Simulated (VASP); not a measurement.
# Ru (P6_3/mmc) in VASP: further runs

Runs on Ru. Level: LDA. Tasks: single point, relaxation of cell and atoms.

Program: VASP 6.6.1. These are calculated values, not measurements. Logs are shortened: lines on timing, memory, paths and dates and some standing lists are left out, and cuts for length are marked.

### Step 1. The cell of the first run

Symmetry: P6_3/mmc, No. 194, hexagonal system. Conventional cell: a = 2.687 Å, b = 2.687 Å, c = 4.197 Å, α = 90.00°, β = 90.00°, γ = 120.00°. Within 3.4 Å of Ru (site symmetry -6m2) lie 12 Ru at 2.61 to 2.69 Å.

### Step 2. Single point, LDA

INCAR

```
SYSTEM = Ru
PREC     = Accurate       ! precision mode
ENCUT    = 520            ! plane-wave cutoff, eV
EDIFF    = 1E-7           ! SCF threshold, eV
ISMEAR   = -1             ! smearing method
SIGMA    = 0.1            ! smearing width, eV
LREAL    = .False.        ! projectors in reciprocal space
LASPH    = .True.         ! aspherical terms in the spheres
NELM     = 80             ! most SCF steps
ALGO     = Normal         ! electronic algorithm
ISIF     = 2              ! what is computed and relaxed
LWAVE    = .False.        ! write WAVECAR
LCHARG   = .True.         ! write CHGCAR
GGA      = CA             ! functional
LELF     = .True.         ! ELF
LVHAR    = .True.       
NBANDS   = 21             ! bands
```

KPOINTS

```
regular mesh
0
Gamma
  7 7 4
  0 0 0
```

POSCAR

```
Ru
1.0
    2.6868442090      0.0000000000      0.0000000000
   -1.3434221045      2.3268753410      0.0000000000
    0.0000000000      0.0000000000      4.1966141698
Ru
2
Direct
    0.3333333333      0.6666666667      0.2500000000
    0.6666666667      0.3333333333      0.7500000000
```

Potentials or basis: VASP PAW LDA potentials, release 64 (Ru_pv).

Command:

```console
$ cat potpaw_LDA.64/Ru_pv/POTCAR > POTCAR
$ mpirun -np 1 vasp_std > vasp.out
```

OUTCAR:

```text
SYSTEM = Ru
   PREC = Accurate
   ENCUT = 520
   EDIFF = 1E-7
   ISMEAR = -1
   LREAL = .False.
   LASPH = .True.
   NELM = 80
   ISIF = 2
   GGA = CA

 ion  position               nearest neighbor table
   1  0.333  0.667  0.250-   2 2.61   2 2.61   2 2.61   2 2.61   2 2.61   2 2.61
   2  0.667  0.333  0.750-   1 2.61   1 2.61   1 2.61   1 2.61   1 2.61   1 2.61

  LATTYP: Found a hexagonal cell.
 ALAT       =     2.6868442090
 C/A-ratio  =     1.5619119842

  Lattice vectors:

 A1 = (   2.6868442090,   0.0000000000,   0.0000000000)
 A2 = (  -1.3434221045,   2.3268753410,   0.0000000000)
 A3 = (   0.0000000000,   0.0000000000,   4.1966141698)

Analysis of symmetry for initial positions (statically):
=====================================================================
 Subroutine PRICEL returns:
 Original cell was already a primitive cell.

 Routine SETGRP: Setting up the symmetry group for a
 hexagonal supercell.

 Subroutine GETGRP returns: Found 24 space group operations
 (whereof 12 operations were pure point group operations)
 out of a pool of 24 trial point group operations.

The static configuration has the point symmetry D_3d.
 The point group associated with its full space group is D_6h.

Analysis of symmetry for dynamics (positions and initial velocities):
=====================================================================
 Subroutine PRICEL returns:
 Original cell was already a primitive cell.

 Routine SETGRP: Setting up the symmetry group for a
 hexagonal supercell.

 Subroutine GETGRP returns: Found 24 space group operations
 (whereof 12 operations were pure point group operations)
 out of a pool of 24 trial point group operations.

The dynamic configuration has the point symmetry D_3d.
 The point group associated with its full space group is D_6h.

 Subroutine INISYM returns: Found 24 space group operations
 (whereof 12 operations are pure point group operations),
 and found     1 'primitive' translations

----------------------------------------------------------------------------------------

                                     Primitive cell

  volume of cell :      26.2370

  direct lattice vectors                    reciprocal lattice vectors
     2.686844209  0.000000000  0.000000000     0.372183842  0.214880441  0.000000000
    -1.343422105  2.326875341  0.000000000     0.000000000  0.429760882  0.000000000
     0.000000000  0.000000000  4.196614170     0.000000000  0.000000000  0.238287333

  length of vectors
     2.686844209  2.686844209  4.196614170     0.429760882  0.429760882  0.238287333

  position of ions in fractional coordinates (direct lattice)
     0.333333333  0.666666667  0.250000000
     0.666666667  0.333333333  0.750000000

  ion indices of the primitive-cell ions
   primitive index   ion index
                 1           1
                 2           2

----------------------------------------------------------------------------------------

 KPOINTS: regular mesh

Automatic generation of k-mesh.
 Grid dimensions read from file:
 generate k-points for:    7    7    4

 Generating k-lattice:

  Cartesian coordinates                     Fractional coordinates (reciprocal lattice)
     0.053169120  0.030697206  0.000000000     0.142857143  0.000000000  0.000000000
     0.000000000  0.061394412  0.000000000     0.000000000  0.142857143  0.000000000
     0.000000000  0.000000000  0.059571833     0.000000000  0.000000000  0.250000000

  Length of vectors
     0.061394412  0.061394412  0.059571833

  Shift w.r.t. Gamma in fractional coordinates (k-lattice)
     0.000000000  0.000000000  0.000000000

 Subroutine IBZKPT returns following result:
 ===========================================

 Found     24 irreducible k-points:

 Following reciprocal coordinates:
            Coordinates               Weight
  0.000000  0.000000  0.000000      1.000000
  0.142857 -0.000000  0.000000      6.000000
  0.285714  0.000000  0.000000      6.000000
  0.428571  0.000000  0.000000      6.000000
  0.142857  0.142857  0.000000      6.000000
  0.285714  0.142857  0.000000     12.000000
[... 16 lines left out ...]
  0.428571  0.142857  0.500000      6.000000
  0.285714  0.285714  0.500000      6.000000
   k-points           NKPTS =     24   k-points in BZ     NKDIM =     24   number of bands    NBANDS=     21
   number of dos      NEDOS =    301   number of ions     NIONS =      2
   total plane-waves  NPLWV =  12800
   dimension x,y,z NGX =    20 NGY =   20 NGZ =   32
   dimension x,y,z NGXF=    40 NGYF=   40 NGZF=   64
   ions per type =               2
   NGX,Y,Z   is equivalent  to a cutoff of  12.37, 12.37, 12.68 a.u.
   NGXF,Y,Z  is equivalent  to a cutoff of  24.75, 24.75, 25.35 a.u.
 SYSTEM =  Ru
   PREC   = accura    normal or accurate (medium, high low for compatibility)
   ISTART =      0    job   : 0-new  1-cont  2-samecut
   ICHARG =      2    charge: 1-file 2-atom 10-const
   ISPIN  =      1    spin polarized calculation?
   LNONCOLLINEAR =      F non collinear calculations
   LSORBIT =      F    spin-orbit coupling
   LASPH  =      T    aspherical Exc in radial PAW
   ENCUT  =  520.0 eV  38.22 Ry    6.18 a.u.   5.00  5.00  7.80*2*pi/ulx,y,z
   NELM   =     80;   NELMIN=  2; NELMDL= -5     # of ELM steps
   EDIFF  = 0.1E-06   stopping-criterion for ELM
   LREAL  =      F    real-space projection
   EDIFFG = 0.1E-05   stopping-criterion for IOM
   NSW    =      0    number of steps for IOM
   IBRION =     -1    ionic relax: 0-MD 1-quasi-New 2-CG
   NFREE  =      0    steps in history (QN), initial steepest desc. (CG)
   ISIF   =      2    stress and relaxation
   ISYM   =      2    0-nonsym 1-usesym 2-fastsym
   POTIM  = 0.5000    time-step for ionic-motion
   TEBEG  =    0.0;   TEEND  =   0.0 temperature during run
   PSTRESS=    0.0 pullay stress
   NELECT =      28.0000    total number of electrons
   NUPDOWN=      -1.0000    fix difference up-down
   EMIN   =  10.00;   EMAX   =-10.00  energy-range for DOS
   EFERMI =   0.00;   METHOD = LEGACY
   ISMEAR =    -1;   SIGMA  =   0.10  broadening in eV -4-tet -1-fermi 0-gaus
   EFERMI_NEDOS =   21; number of points for ismear=-14 and -15
   IALGO  =     38    algorithm
   IMIX   =      4    mixing-type and parameters
     AMIX     =   0.40;   BMIX     =  1.00
     AMIX_MAG =   1.60;   BMIX_MAG =  1.00
  volume/ion in A,a.u.               =      13.12        88.53
  Fermi-wavevector in a.u.,A,eV,Ry     =   1.672974  3.161463 38.080575  2.798843
  Thomas-Fermi vector in A             =   2.758027
   LORBIT       =      0    0 simple, 1 ext, 2 COOP (PROOUT), +10 PAW based schemes
   GGA     = CA    functional components
   LHFCALC =     F    Hartree Fock is set to
   AEXX    =    0.0000 exact exchange contribution
   IVDW    =     0    specifies the selected vdW correction
   LEPSILON=     F    determine dielectric tensor
   LRPA    =     F    only Hartree local field effects (RPA)
 non-spin polarized calculation
  energy-cutoff  :      520.00
  volume of cell :       26.24
 maximum number of plane-waves:       719
 NGX is ok and might be reduce to    20
   NGX =  9   NGY =  9   NGZ = 15

 number of electron      27.9999994 magnetization

 Free energy of the ion-electron system (eV)
  ---------------------------------------------------
  ext. energy  EPLUGINS =         0.00000000
  ---------------------------------------------------
  free energy    TOTEN  =       -21.37139407 eV

  energy without entropy =      -21.29305474  energy(sigma->0) =      -21.33222441

 E-fermi :  13.3840     XC(G=0): -14.5887

 val. band max:       13.3812649927   @ k =   0.1429   0.1429   0.0000
 cond. band min:      13.4141769708   @ k =   0.2857   0.1429   0.0000
 fundamental gap:      0.0329119781
 Fermi energy:        13.3840112321

 k-point     1 :       0.0000    0.0000    0.0000
  band No.  band energies     occupation
      1     -30.2939      2.00000
      2     -29.1784      2.00000
      3     -29.1784      2.00000
      4     -28.9722      2.00000
      5     -28.9722      2.00000
      6     -28.9568      2.00000
[... 13 lines left out ...]
     20      23.3255      0.00000
     21      24.2418      0.00000

 k-point     2 :       0.1429   -0.0000    0.0000
  band No.  band energies     occupation
      1     -30.2164      2.00000
      2     -29.3332      2.00000
      3     -29.2311      2.00000
      4     -29.1326      2.00000
      5     -28.9962      2.00000
      6     -28.9925      2.00000
[... 13 lines left out ...]
     20      23.3253      0.00000
     21      24.1170      0.00000

 k-point     3 :       0.2857    0.0000    0.0000
  band No.  band energies     occupation
      1     -30.0142      2.00000
      2     -29.6812      2.00000
      3     -29.4743      2.00000
      4     -29.3420      2.00000
      5     -29.1124      2.00000
      6     -29.0444      2.00000
[... 13 lines left out ...]
     20      23.3252      0.00000
     21      23.7571      0.00000

 k-point     4 :       0.4286    0.0000    0.0000
  band No.  band energies     occupation
      1     -29.9590      2.00000
      2     -29.7873      2.00000
      3     -29.7322      2.00000
      4     -29.4259      2.00000
      5     -29.2697      2.00000
      6     -29.0895      2.00000
[... 13 lines left out ...]
     20      23.3247      0.00000
     21      24.4632      0.00000

 k-point     5 :       0.1429    0.1429    0.0000
  band No.  band energies     occupation
      1     -30.0758      2.00000
      2     -29.5242      2.00000
      3     -29.4697      2.00000
      4     -29.2466      2.00000
      5     -29.0748      2.00000
      6     -29.0691      2.00000
[... 13 lines left out ...]
     20      23.3252      0.00000
     21      23.9144      0.00000
[... 382 lines left out ...]
     20      23.3250      0.00000
     21      29.2825      0.00000

 k-point    22 :       0.2857    0.1429    0.5000
  band No.  band energies     occupation
      1     -29.9875      2.00000
      2     -29.9875      2.00000
      3     -29.3879      2.00000
      4     -29.3879      2.00000
      5     -29.1893      2.00000
      6     -29.1893      2.00000
[... 13 lines left out ...]
     20      23.3245      0.00000
     21      26.9231      0.00000

 k-point    23 :       0.4286    0.1429    0.5000
  band No.  band energies     occupation
      1     -30.0783      2.00000
      2     -30.0783      2.00000
      3     -29.4422      2.00000
      4     -29.4422      2.00000
      5     -29.1880      2.00000
      6     -29.1880      2.00000
[... 13 lines left out ...]
     20      23.3214      0.00000
     21      24.4240      0.00000

 k-point    24 :       0.2857    0.2857    0.5000
  band No.  band energies     occupation
      1     -30.0010      2.00000
      2     -30.0010      2.00000
      3     -29.5845      2.00000
      4     -29.5845      2.00000
      5     -29.1642      2.00000
      6     -29.1642      2.00000
[... 13 lines left out ...]
     20      23.3233      0.00000
     21      25.6553      0.00000

------------------------ aborting loop because EDIFF is reached ----------------------------------------

  FORCE on cell =-STRESS in cart. coord.  units (eV):
  Direction    XX          YY          ZZ          XY          YZ          ZX
  --------------------------------------------------------------------------------------
  -------------------------------------------------------------------------------------
  Total        0.1573446      0.1573446      0.1848023     -0.0000000      0.0000000     -0.0000000
  in kB        9.6083244      9.6083244     11.2850452     -0.0000000      0.0000000     -0.0000000
  external PRESSURE =      10.1672313 kB  Pullay stress =       0.0000000 kB

 VOLUME and BASIS-vectors are now :
 -----------------------------------------------------------------------------
  energy-cutoff  :      520.00
  volume of cell :       26.24
      direct lattice vectors                 reciprocal lattice vectors
     2.686844209  0.000000000  0.000000000     0.372183842  0.214880441  0.000000000
    -1.343422105  2.326875341  0.000000000     0.000000000  0.429760882  0.000000000
     0.000000000  0.000000000  4.196614170     0.000000000  0.000000000  0.238287333

 POSITION                                       TOTAL-FORCE (eV/Angst)
 -----------------------------------------------------------------------------------
     -0.00000      1.55125      1.04915        -0.000000      0.000000      0.000000
      1.34342      0.77563      3.14746         0.000000     -0.000000      0.000000
 -----------------------------------------------------------------------------------
    total drift:                                0.000000     -0.000000      0.000000

  FREE ENERGIE OF THE ION-ELECTRON SYSTEM (eV)
  ---------------------------------------------------
  free  energy   TOTEN  =       -21.3713940724 eV

  energy  without entropy=      -21.2930547404  energy(sigma->0) =      -21.33222441
```

It took 13 s on 1 thread of Intel Xeon Platinum 8259CL at 2.50GHz (Skylake/Cascade Lake), shared host; peak memory 0.13 GiB.

Results:

* Free energy: -21.3714 eV
* Pressure: 1.0 GPa
* Band gap on the k mesh: zero (band 14 reaches 14.75 eV, above the bottom of band 15 at 11.76 eV)

Stress tensor (GPa, compression positive):
```
0.96 0.00 0.00
0.00 0.96 0.00
0.00 0.00 1.13
```

Levels at points of the mesh, in eV from the Fermi level:
```
           k point  band 12  band 13  band 14  band 15  band 16  band 17
(0.00, 0.00, 0.00)    -2.02    -2.02    -1.62    -1.62     1.21     1.21
(0.00, 0.00, 0.50)    -3.00    -2.82    -2.82     0.56     0.56     0.56
```

Caveat: the k points lie up to 0.39 Å⁻¹ apart.

[end of part 1 of 2]
